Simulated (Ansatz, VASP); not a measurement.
## One calculation of Sn2H, two programs

```
Sn H
1.0
    -3.51082   -0.01184   -0.00071
    -0.00037    0.01313   -5.45473
    -0.01951   -6.32023    0.00815
Sn H
4 2
Direct
  0.50137 0.24908 0.81308
  0.99931 0.25138 0.28366
  0.99753 0.74823 0.68703
  0.49967 0.74980 0.21604
  0.49550 0.25075 0.48884
  0.00662 0.75075 0.01134
```

Change from the starting cell: cell x2, atoms moved at random (sigma 0.05 Å) and cell strained at random (1.5 %), then relaxed without symmetry.

Alike in both runs: functional PBE; k mesh 6 × 4 × 4; occupations gaussian, width 0.2 eV; no spin polarisation.

Ansatz relaxed the structure, and its values are those at the end. VASP's run is a single point on that final structure, the one shown.

|  | VASP | Ansatz |
| --- | --- | --- |
| version | VASP 6.6.1 | Ansatz 0.2.0 |
| potentials or method | VASP PAW PBE potentials, release 64 (Sn_d, H), cutoff 520 eV | scalar-relativistic, plane waves, PAW |
| valence electrons in the cell | 58 | 58 |

|  | VASP | Ansatz | Ansatz less VASP |
| --- | --- | --- | --- |
| gap on the k mesh at the Fermi level (eV) | none | none | - |
| pressure (GPa) | -0.1 | 0.0 | +0.08 |
| rms of the force components (eV/Å) | 0.009 | 0.010 | +0.0004 |

A gap of «none» marks a metal or a gap that the smearing closes. With one functional, cell and mesh, what is left measures potentials, basis and numerics.
